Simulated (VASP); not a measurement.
Wanted: the native input for a VASP 6.6.1 run.

- Task: single point
- Functional: PBEsol
- Potentials or basis: VASP PAW PBE potentials, release 64 (Mg, I)
- Cutoff: 520 eV
- k mesh: 6 × 6 × 4
- Occupations: gaussian, width 0.05 eV
- Spin: no spin polarisation
- Dipole correction: no
- Further INCAR settings: ALGO = Normal; EDIFF = 1e-06; NBANDS = 15

The structure of MgI2 lies in POSCAR:

```
MgI2
1.0
    4.1537001214      0.0000000000      0.0000000000
   -2.0768500607      3.5972098248      0.0000000000
    0.0000000000      0.0000000000      6.8620000000
Mg I
1 2
Direct
    0.0000000000      0.0000000000      0.0000000000
    0.2825282622      0.6412641311      0.7945708753
    0.6158615955      0.3079307977      0.2793108753
```

This cell differs from its parent crystal: all I atoms moved +0.312 Å, as atom 2 towards its neighbour atom 3 (I) at 4.101 Å.

The input as run:

INCAR

```
SYSTEM = MgI2
ALGO     = Normal         ! electronic algorithm
EDIFF    = 1E-6           ! SCF threshold, eV
ENCUT    = 520            ! plane-wave cutoff, eV
GGA      = PS             ! functional
ISIF     = 2              ! what is computed and relaxed
ISMEAR   = 0              ! smearing method
LASPH    = .TRUE.         ! aspherical terms in the spheres
LCHARG   = .FALSE.        ! write CHGCAR
LREAL    = .FALSE.        ! projectors in reciprocal space
LWAVE    = .FALSE.        ! write WAVECAR
NBANDS   = 15             ! bands
NELM     = 60             ! most SCF steps
PREC     = Accurate       ! precision mode
SIGMA    = 0.05           ! smearing width, eV
```

KPOINTS

```
k-points
0
G
  6 6 4
  0 0 0
```

Potentials or basis: VASP PAW PBE potentials, release 64 (Mg, I).

Command:

```console
$ cat potpaw_PBE.64/Mg/POTCAR potpaw_PBE.64/I/POTCAR > POTCAR
$ mpirun -np 1 vasp_std > vasp.out
```

It gave:

```yaml
Pressure: 0.6 GPa
Largest_force: 1.519 eV/Å
Band_gap_on_the_k_mesh: 2.91 eV (least direct gap 2.95 eV)
```

Caveat: the cell differs from its parent crystal (all I atoms moved +0.312 Å, as atom 2 towards its neighbour atom 3 (I) at 4.101 Å); the PAW data sets were made with another functional, which shifts forces and pressure a little; spin-orbit coupling is left out, which moves the levels of the heavy elements; this functional lacks dispersion, which binds the layers, so the pressure and a relaxed spacing across them are unreliable.

Run time: 36 s on 1 thread of Intel(R) Xeon(R) Platinum 8488C (Sapphire Rapids) (shared host), peak memory 0.26 GiB.
